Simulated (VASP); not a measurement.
Input of a VASP 6.6.1 run:

File INCAR:

```
SYSTEM = AlCu5
PREC     = Accurate       ! precision mode
ENCUT    = 600            ! plane-wave cutoff, eV
EDIFF    = 1E-6           ! SCF threshold, eV
ISMEAR   = 0              ! smearing method
SIGMA    = 0.1            ! smearing width, eV
LREAL    = .FALSE.        ! projectors in reciprocal space
LASPH    = .TRUE.         ! aspherical terms in the spheres
NELM     = 100            ! most SCF steps
ALGO     = Fast           ! electronic algorithm
ISIF     = 4              ! what is computed and relaxed
LWAVE    = .FALSE.        ! write WAVECAR
LCHARG   = .FALSE.        ! write CHGCAR
GGA      = PE             ! functional
IBRION   = 2              ! ionic algorithm
NSW      = 50             ! ionic steps
EDIFFG   = -0.01          ! ionic threshold
```

The input KPOINTS:

```
Automatic mesh
0
G
  14 10 6
  0 0 0
```

The input POSCAR:

```
AlCu5
1.0
    2.5853124206      0.0000000000      0.0000000000
    0.0000000000      3.4364276863      0.0000000000
    0.0000000000      0.0000000000      7.6201219854
Al Cu
1 5
Direct
    0.5000000000      0.5000000000      0.0000000000
    0.0000000000      0.0000000000      0.8299043662
    0.0000000000      0.0000000000      0.1700956338
    0.5000000000      0.5000000000      0.3360349745
    0.0000000000      0.0000000000      0.5000000000
    0.5000000000      0.5000000000      0.6639650255
```

Potentials or basis: VASP PAW PBE potentials, release 64 (Al, Cu).

The run is started by

```bash
$ cat potpaw_PBE.64/Al/POTCAR potpaw_PBE.64/Cu/POTCAR > POTCAR
$ mpirun -np 1 vasp_std > vasp.out
```

(1) Predict the band gap on the k mesh.

Answers

(1) zero (bands 29 and 30 overlap by 3.92 eV).
